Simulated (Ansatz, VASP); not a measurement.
**SnO: VASP beside Ansatz**

```
Sn O
1.0
     3.82015    0.00030    0.00000
    -0.00031    3.82015    0.00000
     0.00000    0.00000   22.22607
Sn O
4 4
Cartesian
  3.8196 3.8202 4.5000
  1.9097 1.9100 6.8630
  1.9097 1.9100 10.6630
  -0.0002 -0.0002 13.0261
  3.8198 1.9102 5.6815
  1.9096 3.8201 5.6815
  1.9099 -0.0001 11.8446
  -0.0004 1.9099 11.8446
```

Alike in both runs: task single point; functional PBE; dispersion D3(BJ); k mesh 7 × 7 × 1; occupations gaussian, width 0.05 eV; no spin polarisation.

|  | VASP | Ansatz |
| --- | --- | --- |
| version | VASP 6.6.1 | Ansatz 0.2.0 |
| potentials or method | VASP PAW PBE potentials, release 64 (Sn_d, O_h), cutoff 910 eV | scalar-relativistic, plane waves, PAW |
| valence electrons in the cell | 80 | 80 |

```tsv
	VASP	Ansatz	Ansatz less VASP
gap on the k mesh at the Fermi level (eV)	2.00	2.00	+0.005
least direct gap on the mesh (eV)	2.21	2.21	+0.008
rms of the force components (eV/Å)	0.077	0.100	+0.0230
```

Ansatz's warnings: structure snapped to symmetry.

Noted on VASP's run: the cutoff is short for stress, so the pressure is rough.
